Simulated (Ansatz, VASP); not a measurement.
**Two plane-wave programs on MoS2**

```xyz
3
Lattice="1.5963 0.9216 6.7307 -1.5963 0.9216 6.7307 0.0000 -1.8432 6.7307" Properties=species:S:1:pos:R:3 pbc="T T T"
Mo    0.0000    0.0000    0.0000
S     0.0000    0.0000   15.0456
S     0.0000    0.0000    5.1466
```

Alike in both runs: functional PBE; k mesh 15 × 15 × 15; occupations gaussian, width 0.1 eV; no spin polarisation.

Ansatz relaxed the structure, and its values are those at the end. VASP's run is a single point on that final structure, the one shown.

|  | VASP | Ansatz |
| --- | --- | --- |
| version | VASP 6.6.1 | Ansatz 0.2.0 |
| potentials or method | VASP PAW PBE potentials, release 64 (Mo_sv, S), cutoff 520 eV | scalar-relativistic, plane waves, PAW |
| valence electrons in the cell | 26 | 26 |

```csv
,VASP,Ansatz,Ansatz less VASP
gap on the k mesh at the Fermi level (eV),none,none,-
pressure (GPa),-0.1,0.0,+0.10
```

A gap of «none» marks a metal or a gap that the smearing closes. With one functional, cell and mesh, what is left measures potentials, basis and numerics.
